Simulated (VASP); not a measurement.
# LiF (P6_3mc) in VASP: a series of runs, part 2 of 2

VASP 6.6.1. The steps go on from the part before.

## Step 3: Single point, LDA (9.56 Å³/atom)

INCAR reads:

```
SYSTEM = LiF
PREC     = Accurate       ! precision mode
ENCUT    = 520            ! plane-wave cutoff, eV
EDIFF    = 1E-7           ! SCF threshold, eV
ISMEAR   = 0              ! smearing method
SIGMA    = 0.05           ! smearing width, eV
LREAL    = .FALSE.        ! projectors in reciprocal space
LASPH    = .TRUE.         ! aspherical terms in the spheres
NELM     = 60             ! most SCF steps
ALGO     = Normal         ! electronic algorithm
ISIF     = 2              ! what is computed and relaxed
LWAVE    = .FALSE.        ! write WAVECAR
LCHARG   = .FALSE.        ! write CHGCAR
NBANDS   = 18             ! bands
```

KPOINTS reads:

```
regular mesh
0
G
  9 9 6
  0 0 0
```

POSCAR reads:

```
LiF
1.0
    3.0868453789      0.0000000000      0.0000000000
   -1.5434226894      2.6732865157      0.0000000000
    0.0000000000      0.0000000000      4.6330462292
Li F
2 2
Direct
    0.3333333333      0.6666666667      0.3839784076
    0.6666666667      0.3333333333      0.8839784076
    0.3333333333      0.6666666667      0.9910195924
    0.6666666667      0.3333333333      0.4910195924
```

Potentials or basis: VASP PAW LDA potentials, release 64 (Li_sv, F).

Launch:

```sh
$ cat potpaw_LDA.64/Li_sv/POTCAR potpaw_LDA.64/F/POTCAR > POTCAR
$ mpirun -np 1 vasp_std > vasp.out
```

It took 22 s on 1 thread of Intel Xeon 8259CL, shared host; peak memory 0.14 GiB.

Results (log left out):

```
Free energy            : -20.7995 eV
Largest force          : 0.099 eV/Å
Band gap on the k mesh : 7.62 eV
```

Forces on the atoms (eV/Å):
```
Li   0.000  0.000  0.099
Li   0.000  0.000  0.099
F    0.000  0.000 -0.099
F    0.000  0.000 -0.099
```

Levels at points of the mesh, in eV from the valence-band top:
| k point | band 6 | band 7 | band 8 | band 9 | band 10 | band 11 | band 12 | band 13 | band 14 | band 15 |
| --- | --- | --- | --- | --- | --- | --- | --- | --- | --- | --- |
| (0.00, 0.00, 0.00) | -0.66 | -0.66 | -0.25 | -0.25 | 0.00 | 7.62 | 12.14 | 15.47 | 17.94 | 17.94 |
| (0.00, 0.00, 0.50) | -1.28 | -0.46 | -0.46 | -0.46 | -0.46 | 9.40 | 9.40 | 17.80 | 17.80 | 18.22 |

Caveat: the cutoff is under 1.25 times the usual one of these potentials, so pressure, stress and relaxed cells hold a basis-set (Pulay) error. A k mesh can miss the band edges.

## Step 4: Single point, LDA (9.56 Å³/atom)

INCAR reads:

```
SYSTEM = LiF
PREC = Accurate
ENCUT = 520
EDIFF = 1E-6
ISMEAR = 0
SIGMA = 0.05
LREAL = .False.
LASPH = .True.
NELM = 80
ALGO = Normal
ISIF = 2
LWAVE = .False.
LCHARG = .False.
NBANDS = 18
```

KPOINTS reads:

```
regular mesh
0
Gamma
  9 9 6
  0 0 0
```

POSCAR reads:

```
LiF
1.0
    3.1877001639      0.0000000000      0.0000000000
   -1.5938500819      2.7606293215      0.0000000000
    0.0000000000      0.0000000000      4.3445165533
Li F
2 2
Direct
    0.3333333333      0.6666666667      0.3839784076
    0.6666666667      0.3333333333      0.8839784076
    0.3333333333      0.6666666667      0.9910195924
    0.6666666667      0.3333333333      0.4910195924
```

Launch:

```sh
$ cat potpaw_LDA.64/Li_sv/POTCAR potpaw_LDA.64/F/POTCAR > POTCAR
$ mpirun -np 1 vasp_std > vasp.out
```

Wall time 18 s (1 thread of Intel Xeon 8259CL, shared host); peak memory 0.14 GiB.

Results (log left out):

```
Free energy            : -20.6855 eV
Largest force          : 0.723 eV/Å
Band gap on the k mesh : 7.53 eV
```

Forces in eV/Å, atoms in the order of the input:
```
Li   0.000  0.000  0.723
Li   0.000  0.000  0.723
F    0.000  0.000 -0.723
F    0.000  0.000 -0.723
```

Levels at points of the mesh, in eV from the valence-band top:
| k point | band 6 | band 7 | band 8 | band 9 | band 10 | band 11 | band 12 | band 13 | band 14 | band 15 |
| --- | --- | --- | --- | --- | --- | --- | --- | --- | --- | --- |
| (0.00, 0.00, 0.00) | -0.87 | -0.87 | -0.28 | -0.28 | 0.00 | 7.53 | 12.73 | 15.99 | 17.18 | 17.18 |
| (0.00, 0.00, 0.50) | -1.22 | -0.57 | -0.57 | -0.57 | -0.57 | 9.46 | 9.46 | 17.42 | 17.42 | 17.42 |

Caveat: the cutoff is under 1.25 times the usual one of these potentials, so pressure, stress and relaxed cells hold a basis-set (Pulay) error. A k mesh can miss the band edges.

## Step 5: Single point, LDA (9.56 Å³/atom)

INCAR reads:

```
PREC     = Accurate       # precision mode
ENCUT    = 520            # plane-wave cutoff, eV
EDIFF    = 1E-6           # SCF threshold, eV
ISMEAR   = 0              # smearing method
SIGMA    = 0.05           # smearing width, eV
LREAL    = False          # projectors in reciprocal space
LASPH    = True           # aspherical terms in the spheres
NELM     = 80             # most SCF steps
ALGO     = Normal         # electronic algorithm
ISIF     = 2              # what is computed and relaxed
LWAVE    = False          # write WAVECAR
LCHARG   = False          # write CHGCAR
GGA      = CA             # functional
NBANDS   = 18             # bands
```

KPOINTS reads:

```
Automatic mesh
0
Gamma
  9 9 6
```

POSCAR reads:

```
LiF
1.0
    2.9414785195      0.0000000000      0.0000000000
   -1.4707392598      2.5473951226      0.0000000000
    0.0000000000      0.0000000000      5.1022886400
Li F
2 2
Direct
    0.3333333333      0.6666666667      0.3839784076
    0.6666666667      0.3333333333      0.8839784076
    0.3333333333      0.6666666667      0.9910195924
    0.6666666667      0.3333333333      0.4910195924
```

Potentials or basis: VASP PAW LDA potentials, release 64 (Li_sv, F).

Launch:

```sh
$ cat potpaw_LDA.64/Li_sv/POTCAR potpaw_LDA.64/F/POTCAR > POTCAR
$ mpirun -np 1 vasp_std > vasp.out
```

OUTCAR:

```text
PREC = Accurate
   ENCUT = 520
   EDIFF = 1E-6
   ISMEAR = 0
   LREAL = False
   LASPH = True
   NELM = 80
   ISIF = 2
   GGA = CA

 ion  position               nearest neighbor table
   1  0.333  0.667  0.384-   4 1.78   4 1.78   4 1.78   3 2.00
   2  0.667  0.333  0.884-   3 1.78   3 1.78   3 1.78   4 2.00
   3  0.333  0.667  0.991-   2 1.78   2 1.78   2 1.78   1 2.00
   4  0.667  0.333  0.491-   1 1.78   1 1.78   1 1.78   2 2.00

  LATTYP: Found a hexagonal cell.
[... 705 lines left out ...]
  FORCE on cell =-STRESS in cart. coord.  units (eV):
  Direction    XX          YY          ZZ          XY          YZ          ZX
  --------------------------------------------------------------------------------------
  -------------------------------------------------------------------------------------
  Total        0.6806860      0.6806860     -1.7483851     -0.0000000     -0.0000000      0.0000000
  in kB       28.5253105     28.5253105    -73.2690689     -0.0000000     -0.0000000      0.0000000
  external PRESSURE =      -5.4061493 kB  Pullay stress =       0.0000000 kB

 VOLUME and BASIS-vectors are now :
 -----------------------------------------------------------------------------
  energy-cutoff  :      520.00
  volume of cell :       38.23
      direct lattice vectors                 reciprocal lattice vectors
     2.941478519  0.000000000  0.000000000     0.339965087  0.196278934  0.000000000
    -1.470739260  2.547395123  0.000000000     0.000000000  0.392557869  0.000000000
     0.000000000  0.000000000  5.102288640     0.000000000  0.000000000  0.195990480

 POSITION                                       TOTAL-FORCE (eV/Angst)
 -----------------------------------------------------------------------------------
     -0.00000      1.69826      1.95917        -0.000000     -0.000000     -0.339138
      1.47074      0.84913      4.51031         0.000000     -0.000000     -0.339138
     -0.00000      1.69826      5.05647        -0.000000      0.000000      0.339138
      1.47074      0.84913      2.50532         0.000000     -0.000000      0.339138
 -----------------------------------------------------------------------------------
    total drift:                               -0.000000     -0.000000      0.000690

  FREE ENERGIE OF THE ION-ELECTRON SYSTEM (eV)
  ---------------------------------------------------
  free  energy   TOTEN  =       -20.7054553646 eV

  energy  without entropy=      -20.7054553646  energy(sigma->0) =      -20.70545536
```

stdout:

```text
POSCAR found type information on POSCAR LiF
 POSCAR found :  2 types and       4 ions
 scaLAPACK will be used
 LDA part: xc-table for (Slater(with rela. corr.)+CA(PZ))
 , standard interpolation
 POSCAR, INCAR and KPOINTS ok, starting setup
 FFT: planning ... GRIDC
 FFT: planning ... GRID_SOFT
 FFT: planning ... GRID
 WAVECAR not read
 entering main loop
```

Run time: 22 s. Hardware: 1 thread of Intel Xeon 8259CL, shared host; peak memory 0.15 GiB.

What came out:

| Property | Result |
| --- | --- |
| Free energy | -20.7055 eV |
| Largest force | 0.339 eV/Å |
| Band gap on the k mesh | 7.75 eV |

Forces in eV/Å, atoms in the order of the input:
```
Li   0.000  0.000 -0.339
Li   0.000  0.000 -0.339
F    0.000  0.000  0.339
F    0.000  0.000  0.339
```

Caveat: the cutoff is under 1.25 times the usual one of these potentials, so pressure, stress and relaxed cells hold a basis-set (Pulay) error. A k mesh can miss the band edges.

## Step 6: Summary

```csv
cell,gap on the mesh (eV),largest force (eV/Å)
"a = 2.989, b = 2.989, c = 4.941 Å, angles 90.0, 90.0, 120.0°, 4 atoms",7.72,0.24
"a = 3.087, b = 3.087, c = 4.633 Å, angles 90.0, 90.0, 120.0°, 4 atoms",7.62,0.10
"a = 3.188, b = 3.188, c = 4.345 Å, angles 90.0, 90.0, 120.0°, 4 atoms",7.53,0.72
"a = 2.941, b = 2.941, c = 5.102 Å, angles 90.0, 90.0, 120.0°, 4 atoms",7.75,0.34
```

Alike in all rows: task single point; level LDA; potentials or basis VASP PAW LDA potentials, release 64 (Li_sv, F); no spin polarisation; k mesh 9 × 9 × 6; cutoff (eV) 520; smearing gaussian 0.05 eV.

Caveats: the cutoff is under 1.25 times the usual one of these potentials, so pressure, stress and relaxed cells hold a basis-set (Pulay) error.

Total energies depend on the potentials used, so only differences within one code and one set of settings carry meaning.
